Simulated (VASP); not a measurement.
# Si (Ibca) in VASP: notebook

The runs below take Si through single point, with PBEsol.

Everything below comes from runs of VASP 6.6.1. Logs are shortened: lines on timing, memory, paths and dates and some standing lists are left out, and cuts for length are marked.

## 1. The cell of the first run

It takes space group Ibca (No. 73, orthorhombic). The conventional cell has a = 6.425 Å, b = 6.742 Å, c = 6.742 Å, α = 90.00°, β = 90.00°, γ = 90.00°. Within 3.1 Å of Si (site symmetry 1) lie 4 Si at 2.35 to 2.42 Å.

## 2. Single point, PBEsol (18.25 Å³/atom)

INCAR reads:

```
SYSTEM = Si
ALGO = Normal
EDIFF = 1E-6
ENCUT = 520
GGA = PS
ISIF = 2
ISMEAR = 0
LASPH = .TRUE.
LCHARG = .TRUE.
LELF = .TRUE.
LREAL = .FALSE.
LVHAR = .TRUE.
LWAVE = .FALSE.
NBANDS = 26
NELM = 80
PREC = Accurate
SIGMA = 0.15
```

KPOINTS reads:

```
k-points
0
G
  10 10 10
  0 0 0
```

POSCAR reads:

```
Si
1.0
   -3.3710436519      3.3710436519      3.2122674959
    3.3710436519     -3.3710436519      3.2122674959
    3.3710436519      3.3710436519     -3.2122674959
Si
8
Direct
    0.2047947401      0.2047947401      0.2047947401
    0.5000000000      0.0000000000      0.2952052599
    0.2952052599      0.5000000000      0.0000000000
    0.0000000000      0.2952052599      0.5000000000
    0.7952052599      0.7952052599      0.7952052599
    0.5000000000      0.0000000000      0.7047947401
    0.7047947401      0.5000000000      0.0000000000
    0.0000000000      0.7047947401      0.5000000000
```

Potentials or basis: VASP PAW PBE potentials, release 64 (Si).

On the command line:

```console
cat potpaw_PBE.64/Si/POTCAR > POTCAR
mpirun -np 1 vasp_std > vasp.out
```

OUTCAR:

```text
SYSTEM = Si
   EDIFF = 1E-6
   ENCUT = 520
   GGA = PS
   ISIF = 2
   ISMEAR = 0
   LASPH = .TRUE.
   LREAL = .FALSE.
   NELM = 80
   PREC = Accurate

 ion  position               nearest neighbor table
   1  0.205  0.205  0.205-   3 2.35   5 2.35   4 2.39   2 2.42
   2  0.500  0.000  0.295-   4 2.35   6 2.35   3 2.39   1 2.42
   3  0.295  0.500  0.000-   1 2.35   7 2.35   2 2.39   4 2.42
   4  0.000  0.295  0.500-   2 2.35   8 2.35   1 2.39   3 2.42
   5  0.795  0.795  0.795-   7 2.35   1 2.35   8 2.39   6 2.42
   6  0.500  0.000  0.705-   8 2.35   2 2.35   7 2.39   5 2.42
   7  0.705  0.500  0.000-   5 2.35   3 2.35   6 2.39   8 2.42
   8  0.000  0.705  0.500-   6 2.35   4 2.35   5 2.39   7 2.42

  LATTYP: Found a body centered tetragonal cell.
 ALAT       =     6.7420873038
 C/A-ratio  =     0.9529000000

  Lattice vectors:

 A1 = (  -3.3710436519,   3.3710436519,   3.2122674959)
 A2 = (   3.3710436519,  -3.3710436519,   3.2122674959)
 A3 = (   3.3710436519,   3.3710436519,  -3.2122674959)

Analysis of symmetry for initial positions (statically):
=====================================================================
 Subroutine PRICEL returns:
 Original cell was already a primitive cell.

 Routine SETGRP: Setting up the symmetry group for a
 body centered tetragonal supercell.

 Subroutine GETGRP returns: Found  8 space group operations
 (whereof  2 operations were pure point group operations)
 out of a pool of 16 trial point group operations.

The static configuration has the point symmetry S_2 .
 The point group associated with its full space group is D_2h.

Analysis of symmetry for dynamics (positions and initial velocities):
=====================================================================
 Subroutine PRICEL returns:
 Original cell was already a primitive cell.

 Routine SETGRP: Setting up the symmetry group for a
 body centered tetragonal supercell.

 Subroutine GETGRP returns: Found  8 space group operations
 (whereof  2 operations were pure point group operations)
 out of a pool of 16 trial point group operations.

The dynamic configuration has the point symmetry S_2 .
 The point group associated with its full space group is D_2h.

 Subroutine INISYM returns: Found  8 space group operations
 (whereof  2 operations are pure point group operations),
 and found     1 'primitive' translations

----------------------------------------------------------------------------------------

                                     Primitive cell

  volume of cell :     146.0160

  direct lattice vectors                    reciprocal lattice vectors
    -3.371043652  3.371043652  3.212267496     0.000000000  0.148322019  0.155653289
     3.371043652 -3.371043652  3.212267496     0.148322019  0.000000000  0.155653289
     3.371043652  3.371043652 -3.212267496     0.148322019  0.148322019  0.000000000

  length of vectors
     5.748611404  5.748611404  5.748611404     0.215005506  0.215005506  0.209759011

  position of ions in fractional coordinates (direct lattice)
     0.204794740  0.204794740  0.204794740
     0.500000000  1.000000000  0.295205260
     0.295205260  0.500000000  0.000000000
     0.000000000  0.295205260  0.500000000
     0.795205260  0.795205260  0.795205260
     0.500000000  0.000000000  0.704794740
     0.704794740  0.500000000  0.000000000
     1.000000000  0.704794740  0.500000000

  ion indices of the primitive-cell ions
   primitive index   ion index
                 1           1
                 2           2
                 3           3
                 4           4
                 5           5
                 6           6
                 7           7
                 8           8

----------------------------------------------------------------------------------------

 KPOINTS: k-points

Automatic generation of k-mesh.
 Grid dimensions read from file:
 generate k-points for:   10   10   10

 Generating k-lattice:

  Cartesian coordinates                     Fractional coordinates (reciprocal lattice)
     0.000000000  0.014832202  0.015565329     0.100000000  0.000000000 -0.000000000
     0.014832202  0.000000000  0.015565329     0.000000000  0.100000000 -0.000000000
     0.014832202  0.014832202  0.000000000     0.000000000  0.000000000  0.100000000

  Length of vectors
     0.021500551  0.021500551  0.020975901

  Shift w.r.t. Gamma in fractional coordinates (k-lattice)
     0.000000000  0.000000000  0.000000000

 Subroutine IBZKPT returns following result:
 ===========================================

 Found    171 irreducible k-points:

 Following reciprocal coordinates:
            Coordinates               Weight
  0.000000  0.000000  0.000000      1.000000
  0.100000  0.000000 -0.000000      4.000000
  0.100000  0.000000 -0.100000      4.000000
  0.200000  0.000000 -0.000000      4.000000
  0.200000  0.000000 -0.200000      4.000000
  0.300000  0.000000 -0.000000      4.000000
[... 16 lines left out ...]
 -0.300000  0.100000  0.000000      8.000000
 -0.200000 -0.000000  0.300000      8.000000
 [... further k-points ...]
   k-points           NKPTS =    171   k-points in BZ     NKDIM =    171   number of bands    NBANDS=     26
   number of dos      NEDOS =    301   number of ions     NIONS =      8
   total plane-waves  NPLWV = 110592
   dimension x,y,z NGX =    48 NGY =   48 NGZ =   48
   dimension x,y,z NGXF=    96 NGYF=   96 NGZF=   96
   ions per type =               8
   NGX,Y,Z   is equivalent  to a cutoff of  13.88, 13.88, 13.88 a.u.
   NGXF,Y,Z  is equivalent  to a cutoff of  27.76, 27.76, 27.76 a.u.
 SYSTEM =  Si
   PREC   = accura    normal or accurate (medium, high low for compatibility)
   ISTART =      0    job   : 0-new  1-cont  2-samecut
   ICHARG =      2    charge: 1-file 2-atom 10-const
   ISPIN  =      1    spin polarized calculation?
   LNONCOLLINEAR =      F non collinear calculations
   LSORBIT =      F    spin-orbit coupling
   LASPH  =      T    aspherical Exc in radial PAW
   ENCUT  =  520.0 eV  38.22 Ry    6.18 a.u.  10.69 10.69 10.69*2*pi/ulx,y,z
   NELM   =     80;   NELMIN=  2; NELMDL= -5     # of ELM steps
   EDIFF  = 0.1E-05   stopping-criterion for ELM
   LREAL  =      F    real-space projection
[... 7 lines left out ...]
   TEBEG  =    0.0;   TEEND  =   0.0 temperature during run
   PSTRESS=    0.0 pullay stress
   NELECT =      32.0000    total number of electrons
   NUPDOWN=      -1.0000    fix difference up-down
   EMIN   =  10.00;   EMAX   =-10.00  energy-range for DOS
   EFERMI =   0.00;   METHOD = LEGACY
   ISMEAR =     0;   SIGMA  =   0.15  broadening in eV -4-tet -1-fermi 0-gaus
   EFERMI_NEDOS =   21; number of points for ismear=-14 and -15
   IALGO  =     38    algorithm
   IMIX   =      4    mixing-type and parameters
     AMIX     =   0.40;   BMIX     =  1.00
     AMIX_MAG =   1.60;   BMIX_MAG =  1.00
  volume/ion in A,a.u.               =      18.25       123.17
  Fermi-wavevector in a.u.,A,eV,Ry     =   0.987017  1.865192 13.254833  0.974203
  Thomas-Fermi vector in A             =   2.118440
   LORBIT       =      0    0 simple, 1 ext, 2 COOP (PROOUT), +10 PAW based schemes
   GGA     = PS    functional components
   LHFCALC =     F    Hartree Fock is set to
   AEXX    =    0.0000 exact exchange contribution
   IVDW    =     0    specifies the selected vdW correction
   LEPSILON=     F    determine dielectric tensor
   LRPA    =     F    only Hartree local field effects (RPA)
 non-spin polarized calculation
 Gauss-broadening in eV      SIGMA  =   0.15
  energy-cutoff  :      520.00
  volume of cell :      146.02
 maximum number of plane-waves:      3959
 NGX is ok and might be reduce to    48
   NGX = 21   NGY = 21   NGZ = 21

 number of electron      32.0000000 magnetization

 Free energy of the ion-electron system (eV)
  ---------------------------------------------------
  ext. energy  EPLUGINS =         0.00000000
  ---------------------------------------------------
  free energy    TOTEN  =       -44.91385157 eV

  energy without entropy =      -44.90212570  energy(sigma->0) =      -44.90798864

 E-fermi :   7.0260     XC(G=0): -10.0834

 val. band max:        7.0209538012   @ k =   0.3000  -0.3000   0.3000
 cond. band min:       7.0337824697   @ k =  -0.2000  -0.4000   0.1000
 fundamental gap:      0.0128286685
 Fermi energy:         7.0260393394

 k-point     1 :       0.0000    0.0000    0.0000
  band No.  band energies     occupation
      1      -5.6365      2.00000
      2      -1.2694      2.00000
      3      -1.1179      2.00000
      4      -0.7866      2.00000
      5      -0.6755      2.00000
      6       0.5502      2.00000
[... 18 lines left out ...]
     25      12.4539      0.00000
     26      12.7071      0.00000

 k-point     2 :       0.1000    0.0000   -0.0000
  band No.  band energies     occupation
      1      -5.5738      2.00000
      2      -1.4408      2.00000
      3      -1.2538      2.00000
      4      -1.0859      2.00000
      5      -0.6198      2.00000
      6       0.5786      2.00000
[... 18 lines left out ...]
     25      12.4149      0.00000
     26      12.4362      0.00000

 k-point     3 :       0.1000    0.0000   -0.1000
  band No.  band energies     occupation
      1      -5.5737      2.00000
      2      -1.5119      2.00000
      3      -1.1962      2.00000
      4      -0.9886      2.00000
      5      -0.7017      2.00000
      6       0.4589      2.00000
[... 18 lines left out ...]
     25      12.4776      0.00000
     26      12.7314      0.00000

 k-point     4 :       0.2000    0.0000   -0.0000
  band No.  band energies     occupation
      1      -5.3860      2.00000
      2      -1.9716      2.00000
      3      -1.5180      2.00000
      4      -1.5162      2.00000
      5      -0.5217      2.00000
      6       0.3290      2.00000
[... 18 lines left out ...]
     25      11.9878      0.00000
     26      12.1371      0.00000
[... 496 lines left out ...]
      1      -4.8412      2.00000
      2      -3.0274      2.00000
      3      -2.2944      2.00000
      4      -1.6872      2.00000
      5      -0.1397      2.00000
      6      -0.0418      2.00000
[... 18 lines left out ...]
     25      11.7569      0.00000
     26      12.2242      0.00000

 k-point    23 :      -0.3000    0.1000    0.0000
  band No.  band energies     occupation
      1      -5.2095      2.00000
      2      -2.2913      2.00000
      3      -2.0437      2.00000
      4      -1.5321      2.00000
      5      -0.4103      2.00000
      6       0.4553      2.00000
[... 18 lines left out ...]
     25      11.4731      0.00000
     26      11.9882      0.00000

 k-point    24 :      -0.2000   -0.0000    0.3000
  band No.  band energies     occupation
      1      -5.2091      2.00000
      2      -2.2873      2.00000
      3      -2.1017      2.00000
      4      -1.4491      2.00000
      5      -0.3232      2.00000
      6       0.1378      2.00000
[... 18 lines left out ...]
     25      11.8632      0.00000
     26      12.1462      0.00000

 [... further k-points ...]
[... 5 lines left out ...]
  --------------------------------------------------------------------------------------
  -------------------------------------------------------------------------------------
  Total       -3.3157912     -3.2081098      2.9018341      0.0000000      0.0000000      0.0000000
  in kB      -36.3828993    -35.2013537     31.8407079      0.0000000      0.0000000      0.0000000
  external PRESSURE =     -13.2478484 kB  Pullay stress =       0.0000000 kB

 VOLUME and BASIS-vectors are now :
 -----------------------------------------------------------------------------
  energy-cutoff  :      520.00
  volume of cell :      146.02
      direct lattice vectors                 reciprocal lattice vectors
    -3.371043652  3.371043652  3.212267496     0.000000000  0.148322019  0.155653289
     3.371043652 -3.371043652  3.212267496     0.148322019  0.000000000  0.155653289
     3.371043652  3.371043652 -3.212267496     0.148322019  0.148322019  0.000000000

 POSITION                                       TOTAL-FORCE (eV/Angst)
 -----------------------------------------------------------------------------------
      0.69037      0.69037      0.65786        -0.112235      0.205444     -0.194685
     -0.69037      2.68067      0.65786         0.112235     -0.205444     -0.194685
      0.69037     -0.69037      2.55441        -0.112235     -0.205444      0.194685
      2.68067      0.69037     -0.65786         0.112235      0.205444      0.194685
      2.68067      2.68067      2.55441         0.112235     -0.205444      0.194685
      0.69037      4.06142     -0.65786        -0.112235      0.205444      0.194685
     -0.69037      0.69037      3.87012         0.112235      0.205444     -0.194685
      4.06142     -0.69037      0.65786        -0.112235     -0.205444     -0.194685
 -----------------------------------------------------------------------------------
    total drift:                               -0.000000      0.000000      0.000000

  FREE ENERGIE OF THE ION-ELECTRON SYSTEM (eV)
  ---------------------------------------------------
  free  energy   TOTEN  =       -44.9138515738 eV

  energy  without entropy=      -44.9021257012  energy(sigma->0) =      -44.90798864
```

Run time: 13 min. Hardware: 1 thread of Intel Xeon 8259CL, shared host; peak memory 0.61 GiB.

What came out:

```yaml
Free_energy: -44.9139 eV
Pressure: -1.3 GPa
Largest_force: 0.304 eV/Å
Band_gap_on_the_k_mesh: zero (bands 16 and 17 overlap by 0.25 eV)
```

Forces in eV/Å, atoms in the order of the input:
```
Si  -0.112  0.205 -0.195
Si   0.112 -0.205 -0.195
Si  -0.112 -0.205  0.195
Si   0.112  0.205  0.195
Si   0.112 -0.205  0.195
Si  -0.112  0.205  0.195
Si   0.112  0.205 -0.195
Si  -0.112 -0.205 -0.195
```

Levels at points of the mesh, in eV from the Fermi level:
| k point | band 14 | band 15 | band 16 | band 17 | band 18 | band 19 |
| --- | --- | --- | --- | --- | --- | --- |
| (0.00, 0.00, 0.00) | -1.60 | -1.50 | -0.50 | 1.36 | 1.41 | 2.42 |
| (0.50, 0.00, 0.00) | -2.05 | -1.45 | -1.45 | 0.60 | 0.60 | 1.93 |
| (0.50, 0.00, 0.50) | -1.96 | -1.20 | -1.20 | 0.20 | 0.20 | 2.03 |
| (0.50, 0.50, 0.00) | -2.12 | -1.16 | -1.16 | 0.34 | 0.34 | 1.94 |
| (0.50, 0.50, 0.50) | -0.63 | 0.06 | 0.24 | 0.48 | 2.47 | 2.71 |

Caveat: the stress differs along the axes, from -4 to 3 GPa; semilocal functionals underestimate gaps, and a narrow one can read as zero; the PAW data sets were made with another functional, which shifts forces and pressure a little.

## 3. Single point, PBEsol (17.68 Å³/atom)

This run uses another cell than the first one, of 17.68 Å³/atom.

INCAR reads:

```
PREC = Accurate
ENCUT = 520
EDIFF = 1E-6
ISMEAR = 0
SIGMA = 0.15
LREAL = F
LASPH = T
NELM = 100
ALGO = Normal
ISIF = 2
LWAVE = F
LCHARG = F
GGA = PS
NBANDS = 26
```

KPOINTS reads:

```
Automatic mesh
0
Gamma
  10 10 10
```

Changes to POSCAR since step 2:

```diff
@@ -2,5 +2,5 @@
 1.0
-   -3.3710436519      3.3710436519      3.2122674959
-    3.3710436519     -3.3710436519      3.2122674959
-    3.3710436519      3.3710436519     -3.2122674959
+   -3.3353283844      3.3353283844      3.1782344175
+    3.3353283844     -3.3353283844      3.1782344175
+    3.3353283844      3.3353283844     -3.1782344175
 Si
```

Potentials or basis: VASP PAW PBE potentials, release 64 (Si).

On the command line:

```console
cat potpaw_PBE.64/Si/POTCAR > POTCAR
mpirun -np 1 vasp_std > vasp.out
```

Wall time 5.1 min (1 thread of Intel Xeon 6975P-C (Granite Rapids), shared host); peak memory 0.54 GiB.

Results (log left out):

| Item | Value |
| --- | --- |
| Free energy | -44.9058 eV |
| Pressure | 2.0 GPa |
| Largest force | 0.359 eV/Å |
| Band gap on the k mesh | zero (bands 16 and 17 overlap by 0.30 eV) |

Forces on the atoms (eV/Å):
```
Si  -0.044  0.327 -0.141
Si   0.044 -0.327 -0.141
Si  -0.044 -0.327  0.141
Si   0.044  0.327  0.141
Si   0.044 -0.327  0.141
Si  -0.044  0.327  0.141
Si   0.044  0.327 -0.141
Si  -0.044 -0.327 -0.141
```

Stress tensor (GPa, compression positive):
```
-0.47  0.00  0.00
 0.00 -0.34  0.00
 0.00  0.00  6.72
```

Levels at points of the mesh, in eV from the Fermi level:
```
           k point  band 14  band 15  band 16  band 17  band 18  band 19
(0.00, 0.00, 0.00)    -1.62    -1.52    -0.50     1.37     1.43     2.46
(0.50, 0.00, 0.00)    -2.09    -1.48    -1.48     0.59     0.59     1.95
(0.50, 0.00, 0.50)    -2.00    -1.21    -1.21     0.18     0.18     2.08
(0.50, 0.50, 0.00)    -2.16    -1.18    -1.18     0.33     0.33     1.99
(0.50, 0.50, 0.50)    -0.61     0.08     0.26     0.52     2.53     2.74
```

Caveat: the stress differs along the axes, from -0 to 7 GPa; semilocal functionals underestimate gaps, and a narrow one can read as zero; the PAW data sets were made with another functional, which shifts forces and pressure a little.

## 4. Single point, PBEsol (17.96 Å³/atom)

This run uses another cell than the first one, of 17.96 Å³/atom.

INCAR reads:

```
ALGO = Normal
EDIFF = 1E-7
ENCUT = 520
GGA = PS
ISIF = 2
ISMEAR = 0
LASPH = True
LCHARG = False
LREAL = False
LWAVE = False
NBANDS = 26
NELM = 80
PREC = Accurate
SIGMA = 0.15
```

KPOINTS reads:

```
k-points
0
Gamma
  10 10 10
```

Changes to POSCAR since step 3:

```diff
@@ -2,5 +2,5 @@
 1.0
-   -3.3353283844      3.3353283844      3.1782344175
-    3.3353283844     -3.3353283844      3.1782344175
-    3.3353283844      3.3353283844     -3.1782344175
+   -3.1697372743      3.1697372743      3.5760975928
+    3.1697372743     -3.1697372743      3.5760975928
+    3.1697372743      3.1697372743     -3.5760975928
 Si
```

On the command line:

```console
cat potpaw_PBE.64/Si/POTCAR > POTCAR
mpirun -np 1 vasp_std > vasp.out
```

Run time: 6.6 min. Hardware: 1 thread of Intel Xeon 6975P-C (Granite Rapids), shared host; peak memory 0.61 GiB.

The run converged. Its results:

```yaml
Free_energy: -44.3713 eV
Pressure: 0.7 GPa
Largest_force: 0.808 eV/Å
Band_gap_on_the_k_mesh: zero (bands 16 and 17 overlap by 0.60 eV)
```

Forces on the atoms (eV/Å):
```
Si   0.352 -0.643  0.341
Si  -0.352  0.643  0.341
Si   0.352  0.643 -0.341
Si  -0.352 -0.643 -0.341
Si  -0.352  0.643 -0.341
Si   0.352 -0.643 -0.341
Si  -0.352 -0.643  0.341
Si   0.352  0.643  0.341
```

Stress tensor (GPa, compression positive):
```
  6.00   0.00   0.00
  0.00   7.07   0.00
  0.00   0.00 -11.09
```

Levels at points of the mesh, in eV from the Fermi level:
```csv
k point,band 13,band 14,band 15,band 16,band 17,band 18,band 19,band 20
"(0.00, 0.00, 0.00)",-3.84,-2.44,-1.04,0.00,0.18,2.47,2.73,3.16
"(0.50, 0.00, 0.00)",-1.81,-1.81,-0.70,-0.70,-0.13,-0.13,2.15,2.15
"(0.00, 0.50, 0.00)",-1.89,-1.89,-1.42,-1.42,0.90,0.90,1.91,1.91
"(0.50, 0.50, 0.00)",-1.95,-1.95,-1.64,-1.64,0.48,0.48,1.43,1.43
"(0.50, 0.50, 0.50)",-2.52,-0.56,-0.29,0.10,0.96,1.80,2.10,2.39
```

Caveat: the stress differs along the axes, from -11 to 7 GPa; semilocal functionals underestimate gaps, and a narrow one can read as zero; the PAW data sets were made with another functional, which shifts forces and pressure a little.

(Part 1 of 2 ends here.)
